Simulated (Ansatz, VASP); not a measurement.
**CuAu: VASP beside Ansatz**

POSCAR

```
CuAu
1.0
    2.8107494600      0.0000000000      0.0000000000
    0.0000000000      2.8107494600      0.0000000000
    0.0000000000      0.0000000000      3.6850000000
Cu Au
1 1
Direct
    0.5000000000      0.5000000000      0.5000000000
    0.0000000000      0.0000000000      0.0000000000
```

The input INCAR.step1:

```
SYSTEM = CuAu
PREC = Accurate
ENCUT = 600
ISMEAR = -1
SIGMA = 0.1
LREAL = .False.
LASPH = .True.
NELM = 80
GGA = PE
ALGO = Normal
EDIFF = 1E-4
LWAVE = .True.
LCHARG = .False.
```

The input INCAR.step2:

```
SYSTEM = CuAu
PREC = Accurate
ENCUT = 600
EDIFF = 1E-6
ISMEAR = -1
SIGMA = 0.1
LREAL = .False.
LASPH = .True.
NELM = 80
ALGO = Normal
ISIF = 3
LWAVE = .False.
LCHARG = .False.
METAGGA = R2SCAN
LMIXTAU = .True.
IBRION = 2
NSW = 80
EDIFFG = -0.01
ISTART = 1
```

File KPOINTS:

```
regular mesh
0
Gamma
  11 11 9
  0 0 0
```

Input for Ansatz:

```yaml
crystal:
  lattice:
    - [2.81074946, 0.0, 0.0]
    - [0.0, 2.81074946, 0.0]
    - [0.0, 0.0, 3.685]
  atoms:
    - { symbol: Cu, position: [0.5, 0.5, 0.5] }
    - { symbol: Au, position: [0.0, 0.0, 0.0] }
  symmetry: { tolerance: 0.0003 }
hamiltonian:
  xc: r2scan
  pseudopotentials: { kind: paw, azcp: { folder: soft_1 } }
basis:
  ecutwfc: 500
magnetization:
  spin_polarized: false
scf:
  occupations: { method: fermi_dirac, width: 0.1 }
kpoints:
  mp_grid: { grid: [11, 11, 9], shift: [0, 0, 0] }
output:
  forces: true
  stress: true
  eigenvalues: true
relax:
  max_steps: 60
  cell: {}
```

Alike in both runs: task relaxation of cell and atoms; functional r2SCAN; k mesh 11 × 11 × 9; occupations fermi-dirac, width 0.1 eV; no spin polarisation.

|  | VASP | Ansatz |
| --- | --- | --- |
| version | VASP 6.6.1 | Ansatz 0.2.0 |
| potentials or method | VASP PAW PBE potentials, release 64 (Cu, Au), cutoff 600 eV | PAW plane waves |
| valence electrons in the cell | 22 | 38 |

VASP gave:

```
gap on the k mesh at the Fermi level, each at its own relaxed structure (eV) : none
relaxed volume (Å³/atom)                                                     : 14.57
relaxed cell length with the largest relative difference (Å)                 : 3.651
```

**Question.** Estimate Ansatz's values.

**Answer.** gap on the k mesh at the Fermi level, each at its own relaxed structure (eV): none; relaxed volume (Å³/atom): 14.53; relaxed cell length with the largest relative difference (Å): 3.639.

VASP's potentials were made for PBE, not for r2SCAN. A gap of «none» marks a metal or a gap that the smearing closes. VASP's potentials hold 22 valence electrons a cell and Ansatz's 38, so a difference there can come from the potentials and not from the codes.

Neither program's run includes spin-orbit coupling.
